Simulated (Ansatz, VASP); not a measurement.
**BP: VASP beside Ansatz**

INCAR

```
  ALGO = Normal
  EDIFF = 1E-8
  ENCUT = 520
  GGA = PE
  ISIF = 2
  ISMEAR = -1
  LASPH = T
  LCHARG = F
  LEFG = T
  LREAL = F
  LWAVE = F
  NBANDS = 11
  NELM = 100
  PREC = Accurate
  SIGMA = 0.08
```

File KPOINTS:

```
k-points
0
Gamma
  13 13 11
```

Contents of POSCAR:

```
BP
1.0
    3.0095726219      0.0000000000      0.0000000000
   -1.5047863109      2.6063663451      0.0000000000
    0.0000000000      0.0000000000      2.6617970824
B P
1 1
Direct
    0.0000000000      0.0000000000      0.0000000000
    0.3333333333      0.6666666667      0.5000000000
```

Input for Ansatz:

```yaml
crystal:
  lattice:
    - [3.0095726219, 0.0, 0.0]
    - [-1.5047863109, 2.6063663451, 0.0]
    - [0.0, 0.0, 2.6617970824]
  atoms:
    - { symbol: B, position: [0.0, 0.0, 0.0] }
    - { symbol: P, position: [0.3333333333, 0.6666666667, 0.5] }
kpoints:
  mp_grid: { grid: [13, 13, 11] }
  band_path:
    path:
      - [0.0, 0.0, 0.0]
      - [0.5, 0.0, 0.0]
      - [0.3333333333, 0.3333333333, 0.0]
      - [0.0, 0.0, 0.0]
      - [0.0, 0.0, 0.5]
      - [0.5, 0.0, 0.5]
      - [0.3333333333, 0.3333333333, 0.5]
      - [0.0, 0.0, 0.5]
      - [0.5, 0.0, 0.5]
    npoints: 8
scf:
  occupations: { method: fermi_dirac, width: 0.08 }
hamiltonian:
  xc: pbe
  pseudopotentials: { kind: all_electron, datasets: crystal }
output:
  forces: true
  stress: true
  eigenvalues: true
  efg: { contact_densities: true }
```

Alike in both runs: task electric field gradients; functional PBE; k mesh 13 × 13 × 11; occupations fermi-dirac, width 0.08 eV; no spin polarisation.

|  | VASP | Ansatz |
| --- | --- | --- |
| version | VASP 6.6.1 | Ansatz 0.2.0 |
| potentials or method | VASP PAW PBE potentials, release 64 (B, P), cutoff 520 eV | all-electron PAW with datasets made for the crystal, scalar-relativistic |

Ansatz gave:

```
pressure (GPa)                                       : 0.0
size of Vzz on the site where it differs most (V/Å²) : 23.7
```

Which values does VASP return?

Pressure (GPa): -0.2; size of Vzz on the site where it differs most (V/Å²): 24.5.

Ansatz ran all-electron here, and VASP with PAW potentials.
